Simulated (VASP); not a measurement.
H4C19, 23 atoms in the cell. The cell holds a slab with vacuum, 23 atoms: a = 7.398 Å, b = 7.398 Å, c = 13.000 Å, α = 90.00°, β = 90.00°, γ = 120.00°. 

| Property | Result |
| --- | --- |
| Program | VASP 6.6.1 |
| Task | single point |
| Functional | PBE |
| Dispersion | D3(BJ) |
| Potentials or basis | VASP PAW PBE potentials, release 64 (C, H) |
| Cutoff | 520 eV |
| k mesh | 2 × 2 × 1 |
| Occupations | gaussian, width 0.02 eV |
| Spin | no spin polarisation |
| Dipole correction | no |
| Further INCAR settings | LREAL = Auto; ALGO = Normal; EDIFF = 1e-06; NBANDS = 57 |

Potentials or basis: VASP PAW PBE potentials, release 64 (C, H).

The run is started by

```bash
$ cat potpaw_PBE.64/C/POTCAR potpaw_PBE.64/H/POTCAR > POTCAR
$ mpirun -np 1 vasp_std > vasp.out
```

Hardware: 1 thread of AMD EPYC 9R45 96-Core Processor (Zen 5), on a shared host.

Estimate the wall time of this run.

Run time: 2.5 min on 1 thread of AMD EPYC 9R45 96-Core Processor (Zen 5), with other jobs on the host, peak memory 0.59 GiB. Counts: scf iterations 22, k points 4.
